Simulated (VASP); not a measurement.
# Ti (P6/mmm) in VASP: a series of runs

Ti is run at these levels: PBEsol; tasks: single point.

Everything below comes from runs of VASP 6.6.1. Logs are shortened: lines on timing, memory, paths and dates and some standing lists are left out, and cuts for length are marked.

**1. The cell of the first run**

It takes space group P6/mmm (No. 191, hexagonal). The conventional cell has a = 4.407 Å, b = 4.407 Å, c = 2.530 Å, α = 90.00°, β = 90.00°, γ = 120.00°. Ti (site symmetry 6/mmm) has 14 Ti at 2.53 to 2.84 Å within 3.3 Å. Ti (site symmetry -6m2) has 11 Ti at 2.53 to 2.84 Å within 3.3 Å.

This isn't the form of Ti at room conditions, which is hcp.

**2. Single point, PBEsol**

INCAR reads:

```
  PREC = Accurate
  ENCUT = 520
  EDIFF = 1E-6
  ISMEAR = 0
  SIGMA = 0.15
  LREAL = F
  LASPH = T
  NELM = 100
  ALGO = Fast
  ISIF = 2
  LWAVE = F
  LCHARG = F
  GGA = PS
  NBANDS = 25
```

KPOINTS reads:

```
Automatic mesh
0
Gamma
  12 12 14
```

POSCAR reads:

```
Ti
1.0
    4.4066000000      0.0000000000      0.0000000000
   -2.2033000000      3.8162275443      0.0000000000
    0.0000000000      0.0000000000      2.5297000000
Ti
3
Direct
    0.0000000000      0.0000000000      0.0000000000
    0.3333333333      0.6666666667      0.5000000000
    0.6666666667      0.3333333333      0.5000000000
```

Potentials or basis: VASP PAW PBE potentials, release 64 (Ti_sv).

Launch:

```
> cat potpaw_PBE.64/Ti_sv/POTCAR > POTCAR
> mpirun -np 1 vasp_std > vasp.out
```

OUTCAR:

```text
PREC = Accurate
   ENCUT = 520
   EDIFF = 1E-6
   ISMEAR = 0
   LREAL = F
   LASPH = T
   NELM = 100
   ISIF = 2
   GGA = PS

 ion  position               nearest neighbor table
   1  0.000  0.000  0.000-   2 2.84   3 2.84   2 2.84   3 2.84   2 2.84   2 2.84   3 2.84   3 2.84
                             3 2.84   3 2.84   2 2.84   2 2.84
   2  0.333  0.667  0.500-   3 2.54   3 2.54   3 2.54   1 2.84   1 2.84   1 2.84   1 2.84   1 2.84
                             1 2.84
   3  0.667  0.333  0.500-   2 2.54   2 2.54   2 2.54   1 2.84   1 2.84   1 2.84   1 2.84   1 2.84
                             1 2.84

  LATTYP: Found a hexagonal cell.
 ALAT       =     4.4066000000
 C/A-ratio  =     0.5740707121

  Lattice vectors:

 A1 = (   4.4066000000,   0.0000000000,   0.0000000000)
 A2 = (  -2.2033000000,   3.8162275443,   0.0000000000)
 A3 = (   0.0000000000,   0.0000000000,   2.5297000000)

Analysis of symmetry for initial positions (statically):
=====================================================================
 Subroutine PRICEL returns:
 Original cell was already a primitive cell.

 Routine SETGRP: Setting up the symmetry group for a
 hexagonal supercell.

 Subroutine GETGRP returns: Found 24 space group operations
 (whereof 24 operations were pure point group operations)
 out of a pool of 24 trial point group operations.

The static configuration has the point symmetry D_6h.

Analysis of symmetry for dynamics (positions and initial velocities):
=====================================================================
 Subroutine PRICEL returns:
 Original cell was already a primitive cell.

 Routine SETGRP: Setting up the symmetry group for a
 hexagonal supercell.

 Subroutine GETGRP returns: Found 24 space group operations
 (whereof 24 operations were pure point group operations)
 out of a pool of 24 trial point group operations.

The dynamic configuration has the point symmetry D_6h.

 Subroutine INISYM returns: Found 24 space group operations
 (whereof 24 operations are pure point group operations),
 and found     1 'primitive' translations

----------------------------------------------------------------------------------------

                                     Primitive cell

  volume of cell :      42.5409

  direct lattice vectors                    reciprocal lattice vectors
     4.406600000  0.000000000  0.000000000     0.226932329  0.131019441  0.000000000
    -2.203300000  3.816227544  0.000000000     0.000000000  0.262038882  0.000000000
     0.000000000  0.000000000  2.529700000     0.000000000  0.000000000  0.395303791

  length of vectors
     4.406600000  4.406600000  2.529700000     0.262038882  0.262038882  0.395303791

  position of ions in fractional coordinates (direct lattice)
     0.000000000  0.000000000  0.000000000
     0.333333333  0.666666667  0.500000000
     0.666666667  0.333333333  0.500000000

  ion indices of the primitive-cell ions
   primitive index   ion index
                 1           1
                 2           2
                 3           3

----------------------------------------------------------------------------------------

 KPOINTS: Automatic mesh

Automatic generation of k-mesh.
 Grid dimensions read from file:
 generate k-points for:   12   12   14

 Generating k-lattice:

  Cartesian coordinates                     Fractional coordinates (reciprocal lattice)
     0.018911027  0.010918287  0.000000000     0.083333333  0.000000000  0.000000000
     0.000000000  0.021836574  0.000000000     0.000000000  0.083333333  0.000000000
     0.000000000  0.000000000  0.028235985     0.000000000  0.000000000  0.071428571

  Length of vectors
     0.021836574  0.021836574  0.028235985

  Shift w.r.t. Gamma in fractional coordinates (k-lattice)
     0.000000000  0.000000000  0.000000000

 Subroutine IBZKPT returns following result:
 ===========================================

 Found    152 irreducible k-points:

 Following reciprocal coordinates:
            Coordinates               Weight
  0.000000  0.000000  0.000000      1.000000
  0.083333 -0.000000  0.000000      6.000000
  0.166667  0.000000  0.000000      6.000000
  0.250000  0.000000  0.000000      6.000000
  0.333333 -0.000000  0.000000      6.000000
  0.416667 -0.000000  0.000000      6.000000
[... 16 lines left out ...]
  0.250000  0.000000  0.071429     12.000000
  0.333333 -0.000000  0.071429     12.000000
 [... further k-points ...]
   k-points           NKPTS =    152   k-points in BZ     NKDIM =    152   number of bands    NBANDS=     25
   number of dos      NEDOS =    301   number of ions     NIONS =      3
   total plane-waves  NPLWV =  25920
   dimension x,y,z NGX =    36 NGY =   36 NGZ =   20
   dimension x,y,z NGXF=    72 NGYF=   72 NGZF=   40
   ions per type =               3
   NGX,Y,Z   is equivalent  to a cutoff of  13.58, 13.58, 13.14 a.u.
   NGXF,Y,Z  is equivalent  to a cutoff of  27.16, 27.16, 26.29 a.u.
 SYSTEM =  unknown system
   PREC   = accura    normal or accurate (medium, high low for compatibility)
   ISTART =      0    job   : 0-new  1-cont  2-samecut
   ICHARG =      2    charge: 1-file 2-atom 10-const
   ISPIN  =      1    spin polarized calculation?
   LNONCOLLINEAR =      F non collinear calculations
   LSORBIT =      F    spin-orbit coupling
   LASPH  =      T    aspherical Exc in radial PAW
   ENCUT  =  520.0 eV  38.22 Ry    6.18 a.u.   8.19  8.19  4.70*2*pi/ulx,y,z
   NELM   =    100;   NELMIN=  2; NELMDL= -5     # of ELM steps
   EDIFF  = 0.1E-05   stopping-criterion for ELM
   LREAL  =      F    real-space projection
[... 7 lines left out ...]
   TEBEG  =    0.0;   TEEND  =   0.0 temperature during run
   PSTRESS=    0.0 pullay stress
   NELECT =      36.0000    total number of electrons
   NUPDOWN=      -1.0000    fix difference up-down
   EMIN   =  10.00;   EMAX   =-10.00  energy-range for DOS
   EFERMI =   0.00;   METHOD = LEGACY
   ISMEAR =     0;   SIGMA  =   0.15  broadening in eV -4-tet -1-fermi 0-gaus
   EFERMI_NEDOS =   21; number of points for ismear=-14 and -15
   IALGO  =     68    algorithm
   IMIX   =      4    mixing-type and parameters
     AMIX     =   0.40;   BMIX     =  1.00
     AMIX_MAG =   1.60;   BMIX_MAG =  1.00
  volume/ion in A,a.u.               =      14.18        95.69
  Fermi-wavevector in a.u.,A,eV,Ry     =   1.548484  2.926210 32.624082  2.397802
  Thomas-Fermi vector in A             =   2.653428
   LORBIT       =      0    0 simple, 1 ext, 2 COOP (PROOUT), +10 PAW based schemes
   GGA     = PS    functional components
   LHFCALC =     F    Hartree Fock is set to
   AEXX    =    0.0000 exact exchange contribution
   IVDW    =     0    specifies the selected vdW correction
   LEPSILON=     F    determine dielectric tensor
   LRPA    =     F    only Hartree local field effects (RPA)
 non-spin polarized calculation
 RMM-DIIS sequential band-by-band and
 Gauss-broadening in eV      SIGMA  =   0.15
  energy-cutoff  :      520.00
  volume of cell :       42.54
 maximum number of plane-waves:      1170
 NGX is ok and might be reduce to    36
   NGX = 17   NGY = 17   NGZ =  9

 number of electron      35.9999995 magnetization

 Free energy of the ion-electron system (eV)
  ---------------------------------------------------
  ext. energy  EPLUGINS =         0.00000000
  ---------------------------------------------------
  free energy    TOTEN  =       -24.49154199 eV

  energy without entropy =      -24.44966016  energy(sigma->0) =      -24.47060108

 E-fermi :  10.2737     XC(G=0): -12.6398

 val. band max:       10.2712417068   @ k =   0.3333  -0.0000   0.3571
 cond. band min:      10.2756025032   @ k =   0.0833  -0.0000   0.0714
 fundamental gap:      0.0043607965
 Fermi energy:        10.2737254488

 k-point     1 :       0.0000    0.0000    0.0000
  band No.  band energies     occupation
      1     -45.8999      2.00000
      2     -45.6473      2.00000
      3     -45.4517      2.00000
      4     -22.3821      2.00000
      5     -22.3821      2.00000
      6     -22.3654      2.00000
[... 17 lines left out ...]
     24      13.1919      0.00000
     25      13.2159      0.00000

 k-point     2 :       0.0833   -0.0000    0.0000
  band No.  band energies     occupation
      1     -45.8953      2.00000
      2     -45.6479      2.00000
      3     -45.4560      2.00000
      4     -22.4734      2.00000
      5     -22.4607      2.00000
      6     -22.2700      2.00000
[... 17 lines left out ...]
     24      12.9622      0.00000
     25      13.4440      0.00000

 k-point     3 :       0.1667    0.0000    0.0000
  band No.  band energies     occupation
      1     -45.8824      2.00000
      2     -45.6491      2.00000
      3     -45.4685      2.00000
      4     -22.5630      2.00000
      5     -22.5086      2.00000
      6     -22.1686      2.00000
[... 17 lines left out ...]
     24      12.8354      0.00000
     25      13.7085      0.00000

 k-point     4 :       0.2500    0.0000    0.0000
  band No.  band energies     occupation
      1     -45.8638      2.00000
      2     -45.6496      2.00000
      3     -45.4877      2.00000
      4     -22.6383      2.00000
      5     -22.5109      2.00000
      6     -22.0752      2.00000
[... 17 lines left out ...]
     24      12.8079      0.00000
     25      13.9718      0.00000
[... 477 lines left out ...]
 k-point    22 :       0.1667    0.0000    0.0714
  band No.  band energies     occupation
      1     -45.8709      2.00000
      2     -45.6418      2.00000
      3     -45.4595      2.00000
      4     -22.5486      2.00000
      5     -22.4955      2.00000
      6     -22.1618      2.00000
[... 17 lines left out ...]
     24      12.7252      0.00000
     25      13.7453      0.00000

 k-point    23 :       0.2500    0.0000    0.0714
  band No.  band energies     occupation
      1     -45.8528      2.00000
      2     -45.6418      2.00000
      3     -45.4787      2.00000
      4     -22.6226      2.00000
      5     -22.4984      2.00000
      6     -22.0710      2.00000
[... 17 lines left out ...]
     24      12.6827      0.00000
     25      14.0583      0.00000

 k-point    24 :       0.3333   -0.0000    0.0714
  band No.  band energies     occupation
      1     -45.8337      2.00000
      2     -45.6391      2.00000
      3     -45.5015      2.00000
      4     -22.6785      2.00000
      5     -22.4552      2.00000
      6     -22.0200      2.00000
[... 17 lines left out ...]
     24      12.8410      0.00000
     25      13.9538      0.00000

 [... further k-points ...]

------------------------ aborting loop because EDIFF is reached ----------------------------------------

  FORCE on cell =-STRESS in cart. coord.  units (eV):
  Direction    XX          YY          ZZ          XY          YZ          ZX
  --------------------------------------------------------------------------------------
  -------------------------------------------------------------------------------------
  Total        4.3318772      4.3318772      9.2662301      0.0000000      0.0000000      0.0000000
  in kB      163.1472676    163.1472676    348.9849915      0.0000000      0.0000000      0.0000000
  external PRESSURE =     225.0931755 kB  Pullay stress =       0.0000000 kB

 VOLUME and BASIS-vectors are now :
 -----------------------------------------------------------------------------
  energy-cutoff  :      520.00
  volume of cell :       42.54
      direct lattice vectors                 reciprocal lattice vectors
     4.406600000  0.000000000  0.000000000     0.226932329  0.131019441  0.000000000
    -2.203300000  3.816227544  0.000000000     0.000000000  0.262038882  0.000000000
     0.000000000  0.000000000  2.529700000     0.000000000  0.000000000  0.395303791

 POSITION                                       TOTAL-FORCE (eV/Angst)
 -----------------------------------------------------------------------------------
      0.00000      0.00000      0.00000         0.000000      0.000000      0.000000
     -0.00000      2.54415      1.26485         0.000000     -0.000000     -0.000000
      2.20330      1.27208      1.26485        -0.000000     -0.000000      0.000000
 -----------------------------------------------------------------------------------
    total drift:                                0.000000     -0.000000     -0.000000

  FREE ENERGIE OF THE ION-ELECTRON SYSTEM (eV)
  ---------------------------------------------------
  free  energy   TOTEN  =       -24.4915419944 eV

  energy  without entropy=      -24.4496601632  energy(sigma->0) =      -24.47060108
```

Run time: 13 min. Hardware: 1 thread of Intel Xeon 8259CL, shared host; peak memory 0.26 GiB.

What came out:

```yaml
Free_energy: -24.4915 eV
Pressure: 22.5 GPa
Band_gap_on_the_k_mesh: zero (bands 18 and 19 overlap by 0.45 eV)
```

Stress tensor (GPa, compression positive):
```
16.31  0.00  0.00
 0.00 16.31  0.00
 0.00  0.00 34.90
```

Caveat: the stress differs along the axes, from 16 to 35 GPa; the PAW data sets were made with another functional, which shifts forces and pressure a little.

**3. Single point, PBEsol**

This run uses another cell than the first one, of 14.38 Å³/atom.

INCAR reads:

```
SYSTEM = Ti
  ALGO = Fast
  EDIFF = 1E-6
  ENCUT = 520
  GGA = PS
  ISIF = 2
  ISMEAR = 0
  LASPH = .TRUE.
  LCHARG = .FALSE.
  LREAL = .FALSE.
  LWAVE = .FALSE.
  NBANDS = 25
  NELM = 80
  PREC = Accurate
  SIGMA = 0.15
```

KPOINTS reads:

```
k-points
0
G
  12 12 14
  0 0 0
```

POSCAR reads:

```
Ti
1.0
    4.3795000000      0.0000000000      0.0000000000
   -2.1897500000      3.7927582559      0.0000000000
    0.0000000000      0.0000000000      2.5968000000
Ti
3
Direct
    0.0000000000      0.0000000000      0.0000000000
    0.3333333333      0.6666666667      0.5000000000
    0.6666666667      0.3333333333      0.5000000000
```

Potentials or basis: VASP PAW PBE potentials, release 64 (Ti_sv).

Launch:

```
> cat potpaw_PBE.64/Ti_sv/POTCAR > POTCAR
> mpirun -np 1 vasp_std > vasp.out
```

It took 13 min on 1 thread of Intel Xeon 8259CL, shared host; peak memory 0.26 GiB.

The run converged. Its results:

```yaml
Free_energy: -24.6652 eV
Pressure: 20.4 GPa
Band_gap_on_the_k_mesh: zero (bands 18 and 19 overlap by 0.41 eV)
```

Stress tensor (GPa, compression positive):
```
16.29  0.00  0.00
 0.00 16.29  0.00
 0.00  0.00 28.66
```

Levels at points of the mesh, in eV from the Fermi level:
```
           k point  band 16  band 17  band 18  band 19  band 20  band 21
(0.00, 0.00, 0.00)    -0.72    -0.64    -0.64    -0.18     0.54     1.51
(0.50, 0.00, 0.00)    -0.66    -0.55    -0.54    -0.07     0.43     1.63
(0.00, 0.00, 0.50)    -1.98    -1.85    -1.28     1.06     1.06     1.68
(0.50, 0.00, 0.50)    -1.49    -0.61    -0.49     0.32     1.12     1.43
```

Caveat: the stress differs along the axes, from 16 to 29 GPa; the PAW data sets were made with another functional, which shifts forces and pressure a little.

**4. Single point, PBEsol**

This run uses another cell than the first one, of 14.35 Å³/atom.

INCAR reads:

```
PREC = Accurate
ENCUT = 520
EDIFF = 1E-6
ISMEAR = 0
SIGMA = 0.15
LREAL = False
LASPH = True
NELM = 100
ALGO = Fast
ISIF = 2
LWAVE = False
LCHARG = False
GGA = PS
NBANDS = 25
```

KPOINTS reads:

```
Automatic mesh
0
Gamma
  12 12 14
```

POSCAR reads:

```
Ti
1.0
    4.4336000000      0.0000000000      0.0000000000
   -2.2168000000      3.8396102302      0.0000000000
    0.0000000000      0.0000000000      2.5297000000
Ti
3
Direct
    0.0000000000      0.0000000000      0.0000000000
    0.3333333333      0.6666666667      0.5000000000
    0.6666666667      0.3333333333      0.5000000000
```

Launch:

```
> cat potpaw_PBE.64/Ti_sv/POTCAR > POTCAR
> mpirun -np 1 vasp_std > vasp.out
```

Run time: 14 min. Hardware: 1 thread of Intel Xeon 8259CL, shared host; peak memory 0.26 GiB.

Results (log left out):

```
Free energy            : -24.5441 eV
Pressure               : 21.1 GPa
Band gap on the k mesh : zero (bands 18 and 19 overlap by 0.45 eV)
```

Stress tensor (GPa, compression positive):
```
14.86  0.00  0.00
 0.00 14.86  0.00
 0.00  0.00 33.43
```

Levels at points of the mesh, in eV from the Fermi level:
```tsv
k point	band 15	band 16	band 17	band 18	band 19	band 20	band 21	band 22
(0.00, 0.00, 0.00)	-0.75	-0.75	-0.67	-0.67	-0.36	0.31	1.50	1.50
(0.50, 0.00, 0.00)	-3.00	-0.75	-0.62	-0.53	-0.13	0.23	1.48	2.09
(0.00, 0.00, 0.50)	-1.94	-1.94	-1.59	-0.99	0.91	0.91	1.79	1.79
(0.50, 0.00, 0.50)	-2.23	-1.46	-0.58	-0.25	0.31	1.28	1.51	1.90
```

Caveat: the stress differs along the axes, from 15 to 33 GPa; the PAW data sets were made with another functional, which shifts forces and pressure a little.

[end of part 1 of 2]

The gap in the log of VASP goes by the Fermi energy; the results here count the filled bands.